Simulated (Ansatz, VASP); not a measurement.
**One calculation of KCl, two programs**

The input INCAR:

```
  PREC = Accurate
  ENCUT = 520
  EDIFF = 1E-6
  ISMEAR = 0
  SIGMA = 0.05
  LREAL = F
  LASPH = T
  NELM = 100
  ALGO = Normal
  ISIF = 2
  LWAVE = F
  LCHARG = T
  GGA = PE
  LELF = T
  LVHAR = T
  NBANDS = 15
```

The input KPOINTS:

```
regular mesh
0
Gamma
  8 8 8
```

The input POSCAR:

```
KCl
1.0
    3.7302865804      0.0000000000      0.0000000000
    0.0000000000      3.7302865804      0.0000000000
    0.0000000000      0.0000000000      3.7302865804
K Cl
1 1
Direct
    0.0000000000      0.0000000000      0.0000000000
    0.5000000000      0.5000000000      0.5000000000
```

Input for Ansatz:

```yaml
crystal:
  lattice:
    - [3.7302865804, 0.0, 0.0]
    - [0.0, 3.7302865804, 0.0]
    - [0.0, 0.0, 3.7302865804]
  atoms:
    - { symbol: K, position: [0.0, 0.0, 0.0] }
    - { symbol: Cl, position: [0.5, 0.5, 0.5] }
basis:
  ecutwfc: 420
  ecutrho_ratio: 4
kpoints:
  mp_grid: { grid: [8, 8, 8] }
hamiltonian:
  xc: pbe
scf:
  occupations: { method: gaussian, width: 0.05 }
output:
  forces: true
  stress: true
  eigenvalues: true
```

Alike in both runs: task single point; functional PBE; k mesh 8 × 8 × 8; occupations gaussian, width 0.05 eV; no spin polarisation.

|  | VASP | Ansatz |
| --- | --- | --- |
| version | VASP 6.6.1 | Ansatz 0.2.0 |
| potentials or method | VASP PAW PBE potentials, release 64 (K_sv, Cl), cutoff 520 eV | scalar-relativistic, plane waves, PAW |
| valence electrons in the cell | 16 | 16 |

|  | VASP | Ansatz | Ansatz less VASP |
| --- | --- | --- | --- |
| gap on the k mesh at the Fermi level (eV) | 5.18 | 5.18 | +0.002 |
| least direct gap on the mesh (eV) | 5.40 | 5.40 | +0.001 |
| pressure (GPa) | 1.9 | 1.9 | -0.03 |

With one functional, cell and mesh, what is left measures potentials, basis and numerics.
